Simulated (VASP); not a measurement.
Set up this calculation in VASP 6.6.1, as the native input.

```
Task                   : single point
Functional             : PBE
Potentials or basis    : VASP PAW PBE potentials, release 64 (I, Ca_sv)
Cutoff                 : 520 eV
k mesh                 : 6 × 6 × 5
Occupations            : fermi-dirac, width 0.1 eV
Spin                   : non-collinear spin, zero start, spin-orbit coupling
Starting moments       : [[0.0, 0.0, 0.0], [0.0, 0.0, 0.0]] μB
Dipole correction      : no
Further INCAR settings : ALGO = Normal; EDIFF = 1e-06; NBANDS = 29
```

The structure of CaI lies in POSCAR:

```
CaI
1.0
    4.1468204634      0.0000000000      0.0000000000
   -2.0734102317      3.5912518662      0.0000000000
    0.0000000000      0.0000000000      4.5762290000
I Ca
1 1
Direct
    0.6666666667      0.3333333333      0.0000000000
    0.0000000000      0.0000000000      0.5000000000
```

One way to write it, as run:

INCAR

```
SYSTEM = CaI
PREC     = Accurate       ! precision mode
ENCUT    = 520            ! plane-wave cutoff, eV
EDIFF    = 1E-6           ! SCF threshold, eV
ISMEAR   = -1             ! smearing method
SIGMA    = 0.1            ! smearing width, eV
LREAL    = .FALSE.        ! projectors in reciprocal space
LASPH    = .TRUE.         ! aspherical terms in the spheres
NELM     = 150            ! most SCF steps
ALGO     = Normal         ! electronic algorithm
ISIF     = 2              ! what is computed and relaxed
LWAVE    = .FALSE.        ! write WAVECAR
LCHARG   = .FALSE.        ! write CHGCAR
MAGMOM   = 0 0 0 0 0 0    ! initial moments
LORBIT   = 11             ! projections on sites
LSORBIT  = .TRUE.         ! spin-orbit coupling
GGA_COMPAT= .FALSE.      
LORBMOM  = .TRUE.       
GGA      = PE             ! functional
NBANDS   = 29             ! bands
```

KPOINTS

```
Automatic mesh
0
G
  6 6 5
  0 0 0
```

Potentials or basis: VASP PAW PBE potentials, release 64 (I, Ca_sv).

Run with:

```console
$ cat potpaw_PBE.64/I/POTCAR potpaw_PBE.64/Ca_sv/POTCAR > POTCAR
$ mpirun -np 1 vasp_ncl > vasp.out
```

Results of the run:

| Quantity | Value |
| --- | --- |
| Pressure | 0.0 GPa |
| Net moment | 0.00 μB per cell |
| Valence electrons inside the program's atomic spheres | I 4.33; Ca 8.13 |

Wall time 95 s on 1 thread of AMD EPYC 7R43 64-Core Processor (Zen 3), on a shared host, peak memory 0.34 GiB.
